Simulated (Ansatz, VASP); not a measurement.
# One calculation of SiC3, two programs

```
CELL_PARAMETERS angstrom
4.27616 0.00000 0.00000
-2.13808 3.70327 0.00000
0.00000 0.00000 4.18057
ATOMIC_POSITIONS crystal
Si 0.00000 0.00000 0.25000
Si 0.00000 0.00000 0.75000
C 0.53188 0.00000 0.25000
C 0.00000 0.53188 0.25000
C 0.46812 0.46812 0.25000
C 0.46812 0.00000 0.75000
C 0.00000 0.46812 0.75000
C 0.53188 0.53188 0.75000
```

Alike in both runs: functional PBE; k mesh 4 × 4 × 3; occupations gaussian, width 0.2 eV; no spin polarisation.

Ansatz relaxed the structure, and its values are those at the end. VASP's run is a single point on that final structure, the one shown.

|  | VASP | Ansatz |
| --- | --- | --- |
| version | VASP 6.6.1 | Ansatz 0.2.0 |
| potentials or method | VASP PAW PBE potentials, release 64 (Si, C), cutoff 600 eV | scalar-relativistic, plane waves, PAW |
| valence electrons in the cell | 32 | 32 |

```csv
,VASP,Ansatz,Ansatz less VASP
gap on the k mesh at the Fermi level (eV),none,none,-
pressure (GPa),-0.3,-0.2,+0.10
rms of the force components (eV/Å),0.005,0.007,+0.0018
```

A gap of «none» marks a metal or a gap that the smearing closes. With one functional, cell and mesh, what is left measures potentials, basis and numerics.

The k mesh is coarse, so the values compare programs but aren't converged.
